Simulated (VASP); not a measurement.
# TiI2 in VASP: single point with PBE

Aim: the single point of TiI2 with PBE.

Program: VASP 6.6.1. These are calculated values, not measurements. Logs are shortened: lines on timing, memory, paths and dates and some standing lists are left out, and cuts for length are marked.

## (1) The cell of the first run

The cell holds a sheet with vacuum, 3 atoms: a = 3.521 Å, b = 3.521 Å, c = 30.319 Å, α = 90.00°, β = 90.00°, γ = 90.00°.

## (2) Single point, PBE, collinear spin, ferromagnetic start

The input, INCAR:

```
SYSTEM = TiI2
PREC = Accurate ; ENCUT = 520
EDIFF = 1E-6 ; ISMEAR = 0
SIGMA = 0.1 ; LREAL = .False.
LASPH = .True. ; NELM = 150
ALGO = Normal ; ISIF = 2
LWAVE = .False. ; LCHARG = .False.
ISPIN = 2 ; MAGMOM = 0.47 0 0
LORBIT = 11 ; LMAXMIX = 4
LDIPOL = .True. ; IDIPOL = 3
DIPOL = 0.5 0.5 0.297 ; GGA = PE
NBANDS = 24
```

The input, KPOINTS:

```
Automatic mesh
0
Gamma
  14 14 1
  0 0 0
```

The input, POSCAR:

```
TiI2
1.0
    3.5213874350      0.0000000000      0.0000000000
    0.0000000000      3.5213874350      0.0000000000
    0.0000000000      0.0000000000     30.3190636000
Ti I
1 2
Direct
    0.0000000000      0.0000000000      0.2968429408
    0.5000000000      0.5000000000      0.2399030014
    0.5000000000      0.5000000000      0.3537828802
```

Potentials or basis: VASP PAW PBE potentials, release 64 (Ti_sv, I).

Launch:

```
> cat potpaw_PBE.64/Ti_sv/POTCAR potpaw_PBE.64/I/POTCAR > POTCAR
> mpirun -np 1 vasp_std > vasp.out
```

OUTCAR:

```text
SYSTEM = TiI2
   PREC = Accurate
   ENCUT = 520
   EDIFF = 1E-6
   ISMEAR = 0
   LREAL = .False.
   LASPH = .True.
   NELM = 150
   ISIF = 2
   ISPIN = 2
   LORBIT = 11
   GGA = PE

 ion  position               nearest neighbor table
   1  0.000  0.000  0.297-   2 3.03   2 3.03   2 3.03   2 3.03   3 3.03   3 3.03   3 3.03   3 3.03

   2  0.500  0.500  0.240-   1 3.03   1 3.03   1 3.03   1 3.03   3 3.45
   3  0.500  0.500  0.354-   1 3.03   1 3.03   1 3.03   1 3.03   2 3.45

  LATTYP: Found a simple tetragonal cell.
 ALAT       =     3.5213874350
 C/A-ratio  =     8.6099766526

  Lattice vectors:

 A1 = (   3.5213874350,   0.0000000000,   0.0000000000)
 A2 = (   0.0000000000,   3.5213874350,   0.0000000000)
 A3 = (   0.0000000000,   0.0000000000,  30.3190636000)

Analysis of symmetry for initial positions (statically):
=====================================================================
 Subroutine PRICEL returns:
 Original cell was already a primitive cell.

 Routine SETGRP: Setting up the symmetry group for a
 simple tetragonal supercell.

 Subroutine GETGRP returns: Found 16 space group operations
 (whereof  8 operations were pure point group operations)
 out of a pool of 16 trial point group operations.

The static configuration has the point symmetry C_4v.
 The point group associated with its full space group is D_4h.

Analysis of symmetry for dynamics (positions and initial velocities):
=====================================================================
 Subroutine PRICEL returns:
 Original cell was already a primitive cell.

 Routine SETGRP: Setting up the symmetry group for a
 simple tetragonal supercell.

 Subroutine GETGRP returns: Found 16 space group operations
 (whereof  8 operations were pure point group operations)
 out of a pool of 16 trial point group operations.

The dynamic configuration has the point symmetry C_4v.
 The point group associated with its full space group is D_4h.

Analysis of structural, dynamic, and magnetic symmetry:
=====================================================================
 Subroutine PRICEL returns:
 Original cell was already a primitive cell.

 Routine SETGRP: Setting up the symmetry group for a
 simple tetragonal supercell.

 Subroutine GETGRP returns: Found 16 space group operations
 (whereof  8 operations were pure point group operations)
 out of a pool of 16 trial point group operations.

The overall configuration has the point symmetry C_4v.
 The point group associated with its full space group is D_4h.

 Subroutine INISYM returns: Found 16 space group operations
 (whereof  8 operations are pure point group operations),
 and found     1 'primitive' translations

----------------------------------------------------------------------------------------

                                     Primitive cell

  volume of cell :     375.9615

  direct lattice vectors                    reciprocal lattice vectors
     3.521387435  0.000000000  0.000000000     0.283978977  0.000000000  0.000000000
     0.000000000  3.521387435  0.000000000     0.000000000  0.283978977  0.000000000
     0.000000000  0.000000000 30.319063600     0.000000000  0.000000000  0.032982549

  length of vectors
     3.521387435  3.521387435 30.319063600     0.283978977  0.283978977  0.032982549

  position of ions in fractional coordinates (direct lattice)
     0.000000000  0.000000000  0.296842941
     0.500000000  0.500000000  0.239903001
     0.500000000  0.500000000  0.353782880

  ion indices of the primitive-cell ions
   primitive index   ion index
                 1           1
                 2           2
                 3           3

----------------------------------------------------------------------------------------

 KPOINTS: Automatic mesh

Automatic generation of k-mesh.
 Grid dimensions read from file:
 generate k-points for:   14   14    1

 Generating k-lattice:

  Cartesian coordinates                     Fractional coordinates (reciprocal lattice)
     0.020284213  0.000000000  0.000000000     0.071428571  0.000000000  0.000000000
     0.000000000  0.020284213  0.000000000     0.000000000  0.071428571  0.000000000
     0.000000000  0.000000000  0.032982549     0.000000000  0.000000000  1.000000000

  Length of vectors
     0.020284213  0.020284213  0.032982549

  Shift w.r.t. Gamma in fractional coordinates (k-lattice)
     0.000000000  0.000000000  0.000000000

 Subroutine IBZKPT returns following result:
 ===========================================

 Found     36 irreducible k-points:

 Following reciprocal coordinates:
            Coordinates               Weight
  0.000000  0.000000  0.000000      1.000000
  0.071429  0.000000  0.000000      4.000000
  0.142857  0.000000  0.000000      4.000000
  0.214286  0.000000  0.000000      4.000000
  0.285714  0.000000  0.000000      4.000000
  0.357143  0.000000  0.000000      4.000000
[... 16 lines left out ...]
  0.285714  0.214286  0.000000      8.000000
  0.357143  0.214286  0.000000      8.000000
 [... further k-points ...]
   k-points           NKPTS =     36   k-points in BZ     NKDIM =     36   number of bands    NBANDS=     24
   number of dos      NEDOS =    301   number of ions     NIONS =      3
   total plane-waves  NPLWV = 188160
   dimension x,y,z NGX =    28 NGY =   28 NGZ =  240
   dimension x,y,z NGXF=    56 NGYF=   56 NGZF=  480
   ions per type =               1   2
   NGX,Y,Z   is equivalent  to a cutoff of  13.22, 13.22, 13.16 a.u.
   NGXF,Y,Z  is equivalent  to a cutoff of  26.44, 26.44, 26.32 a.u.
 SYSTEM =  TiI2
   PREC   = accura    normal or accurate (medium, high low for compatibility)
   ISTART =      0    job   : 0-new  1-cont  2-samecut
   ICHARG =      2    charge: 1-file 2-atom 10-const
   ISPIN  =      2    spin polarized calculation?
   LNONCOLLINEAR =      F non collinear calculations
   LSORBIT =      F    spin-orbit coupling
   LASPH  =      T    aspherical Exc in radial PAW
   ENCUT  =  520.0 eV  38.22 Ry    6.18 a.u.   6.55  6.55 56.37*2*pi/ulx,y,z
   NELM   =    150;   NELMIN=  2; NELMDL= -5     # of ELM steps
   EDIFF  = 0.1E-05   stopping-criterion for ELM
   LREAL  =      F    real-space projection
[... 7 lines left out ...]
   TEBEG  =    0.0;   TEEND  =   0.0 temperature during run
   PSTRESS=    0.0 pullay stress
   NELECT =      26.0000    total number of electrons
   NUPDOWN=      -1.0000    fix difference up-down
   EMIN   =  10.00;   EMAX   =-10.00  energy-range for DOS
   EFERMI =   0.00;   METHOD = LEGACY
   ISMEAR =     0;   SIGMA  =   0.10  broadening in eV -4-tet -1-fermi 0-gaus
   EFERMI_NEDOS =   21; number of points for ismear=-14 and -15
   IALGO  =     38    algorithm
   IMIX   =      4    mixing-type and parameters
     AMIX     =   0.40;   BMIX     =  1.00
     AMIX_MAG =   1.60;   BMIX_MAG =  1.00
  volume/ion in A,a.u.               =     125.32       845.70
  Fermi-wavevector in a.u.,A,eV,Ry     =   0.671972  1.269844  6.143670  0.451547
  Thomas-Fermi vector in A             =   1.747953
   LORBIT       =     11    0 simple, 1 ext, 2 COOP (PROOUT), +10 PAW based schemes
   GGA     = PE    functional components
   LHFCALC =     F    Hartree Fock is set to
   AEXX    =    0.0000 exact exchange contribution
   IVDW    =     0    specifies the selected vdW correction
   LEPSILON=     F    determine dielectric tensor
   LRPA    =     F    only Hartree local field effects (RPA)
 spin polarized calculation
 Gauss-broadening in eV      SIGMA  =   0.10
  energy-cutoff  :      520.00
  volume of cell :      375.96
 maximum number of plane-waves:     10209
 NGX is ok and might be reduce to    28
   NGX = 13   NGY = 13   NGZ =113

 dipolmoment           0.000000      0.000000      0.000005 electrons x Angstroem

 number of electron      26.0000000 magnetization       0.4559495

 dipolmoment           0.000000      0.000000     -0.000001 electrons x Angstroem

 Free energy of the ion-electron system (eV)
  ---------------------------------------------------
  ext. energy  EPLUGINS =         0.00000000
  ---------------------------------------------------
  free energy    TOTEN  =       -12.02852023 eV

  energy without entropy =      -12.02156966  energy(sigma->0) =      -12.02504495

 E-fermi :  -1.3352     XC(G=0):  -2.5097

 val. band max:       -1.3642204908   @ k =   0.2857   0.2143   0.0000
 cond. band min:      -1.3318306643   @ k =   0.2143   0.2143   0.0000
 fundamental gap:      0.0323898265
 Fermi energy:        -1.3352077527

 spin component 1

 k-point     1 :       0.0000    0.0000    0.0000
  band No.  band energies     occupation
      1     -59.3075      1.00000
      2     -35.7159      1.00000
      3     -35.4896      1.00000
      4     -35.4896      1.00000
      5     -16.3818      1.00000
      6     -15.7103      1.00000
[... 16 lines left out ...]
     23       3.1205      0.00000
     24       3.4194      0.00000
[... 598 lines left out ...]
      2     -35.7078      1.00000
      3     -35.5321      1.00000
      4     -35.5062      1.00000
      5     -15.4205      1.00000
      6     -14.8876      1.00000
[... 16 lines left out ...]
     23       4.3146      0.00000
     24       4.7081      0.00000

 [... further k-points ...]

 spin component 2

 k-point     1 :       0.0000    0.0000    0.0000
  band No.  band energies     occupation
      1     -58.9434      1.00000
      2     -35.2693      1.00000
      3     -35.2693      1.00000
      4     -35.0636      1.00000
      5     -16.3836      1.00000
      6     -15.7187      1.00000
[... 16 lines left out ...]
     23       3.2468      0.00000
     24       3.4313      0.00000
[... 598 lines left out ...]
      2     -35.3125      1.00000
      3     -35.2863      1.00000
      4     -35.0550      1.00000
      5     -15.4296      1.00000
      6     -14.9014      1.00000
[... 16 lines left out ...]
     23       4.4573      0.00000
     24       4.6810      0.00000

 [... further k-points ...]

------------------------ aborting loop because EDIFF is reached ----------------------------------------

 vacuum level on the upper side and lower side of the slab       (xc-potential included)        -0.097        -0.100

  FORCE on cell =-STRESS in cart. coord.  units (eV):
  Direction    XX          YY          ZZ          XY          YZ          ZX
  --------------------------------------------------------------------------------------
  -------------------------------------------------------------------------------------
  Total       -0.0033939     -0.0033939     -0.0032292      0.0000000     -0.0000000      0.0000000
  in kB       -0.0144634     -0.0144634     -0.0137616      0.0000000     -0.0000000      0.0000000
  external PRESSURE =      -0.0142294 kB  Pullay stress =       0.0000000 kB

 VOLUME and BASIS-vectors are now :
 -----------------------------------------------------------------------------
  energy-cutoff  :      520.00
  volume of cell :      375.96
      direct lattice vectors                 reciprocal lattice vectors
     3.521387435  0.000000000  0.000000000     0.283978977  0.000000000  0.000000000
     0.000000000  3.521387435  0.000000000     0.000000000  0.283978977  0.000000000
     0.000000000  0.000000000 30.319063600     0.000000000  0.000000000  0.032982549

 POSITION                                       TOTAL-FORCE (eV/Angst)
 -----------------------------------------------------------------------------------
      0.00000      0.00000      9.00000        -0.000000      0.000000     -0.000000
      1.76069      1.76069      7.27363         0.000000      0.000000     -0.002317
      1.76069      1.76069     10.72637         0.000000      0.000000      0.002317
 -----------------------------------------------------------------------------------
    total drift:                               -0.000000     -0.000000     -0.000025

  FREE ENERGIE OF THE ION-ELECTRON SYSTEM (eV)
  ---------------------------------------------------
  free  energy   TOTEN  =       -12.0285202341 eV

  energy  without entropy=      -12.0215696637  energy(sigma->0) =      -12.02504495

 vacuum level on the upper side and lower side of the slab         2.472         2.470

 total charge

# of ion       s       p       d       tot
------------------------------------------
    1        2.106   6.034   1.939  10.078
    2        1.519   2.761   0.040   4.320
    3        1.519   2.761   0.040   4.320
--------------------------------------------------
tot          5.144  11.555   2.018  18.718

 magnetization (x)

# of ion       s       p       d       tot
------------------------------------------
    1        0.004   0.004   0.376   0.384
    2       -0.001  -0.018   0.002  -0.016
    3       -0.001  -0.018   0.002  -0.016
--------------------------------------------------
tot          0.003  -0.031   0.381   0.352
```

Run time: 17 min. Hardware: 1 thread of Intel Xeon Platinum 8488C (Sapphire Rapids), shared host; peak memory 0.93 GiB.

Results:

| Item | Value |
| --- | --- |
| Free energy | -12.0285 eV |
| Net moment | 0.46 μB per cell |
| Site moments | Ti +0.38; I -0.02 μB |
| Valence electrons inside the program's atomic spheres | Ti 10.08; I 4.32 |

Forces on the atoms (eV/Å):
```
Ti   0.000  0.000  0.000
I    0.000  0.000 -0.002
I    0.000  0.000  0.002
```

Caveat: spin-orbit coupling is left out, which moves the levels of the heavy elements; semilocal functionals often make such compounds metallic where correlation or magnetic order opens a gap, which also shifts bond lengths.
